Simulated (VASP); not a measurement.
Write the native input for VASP 6.6.1 that does the following.

| Item | Value |
| --- | --- |
| Task | single point |
| Functional | PBE |
| Potentials or basis | VASP PAW PBE potentials, release 64 (Cr_pv) |
| Cutoff | 520 eV |
| k mesh | 24 × 24 × 12 |
| Occupations | fermi-dirac, width 0.1 eV |
| Spin | no spin polarisation |
| Dipole correction | no |
| Further INCAR settings | ALGO = Normal; EDIFF = 1e-06; NBANDS = 19 |

The structure of Cr lies in POSCAR:

```
Cr
1.0
    2.5542249309      0.0000000000      0.0000000000
   -1.2771124655      2.2120236772      0.0000000000
    0.0000000000      0.0000000000      4.5605432012
Cr
2
Direct
    0.3333333333      0.6666666667      0.2500000000
    0.6666666667      0.3333333333      0.7500000000
```

This cell differs from its parent crystal: volume scaled by 1.08.

One way to write it, as run:

INCAR

```
SYSTEM = Cr
ALGO = Normal
EDIFF = 1E-6
ENCUT = 520
GGA = PE
ISIF = 2
ISMEAR = -1
LASPH = .True.
LCHARG = .False.
LREAL = .False.
LWAVE = .False.
NBANDS = 19
NELM = 60
PREC = Accurate
SIGMA = 0.1
```

KPOINTS

```
k-points
0
Gamma
  24 24 12
  0 0 0
```

Potentials or basis: VASP PAW PBE potentials, release 64 (Cr_pv).

Launch:

```console
$ cat potpaw_PBE.64/Cr_pv/POTCAR > POTCAR
$ mpirun -np 1 vasp_std > vasp.out
```

It gave:

| Quantity | Value |
| --- | --- |
| Pressure | -15.7 GPa |
| Band gap on the k mesh | zero (band 12 reaches 10.20 eV, above the bottom of band 13 at 9.07 eV) |

Caveat: the run has no spin polarisation, though such a crystal can be magnetic.

It took 2 min on 1 thread of Intel(R) Xeon(R) Platinum 8488C (Sapphire Rapids), with other jobs on the host, peak memory 0.27 GiB.
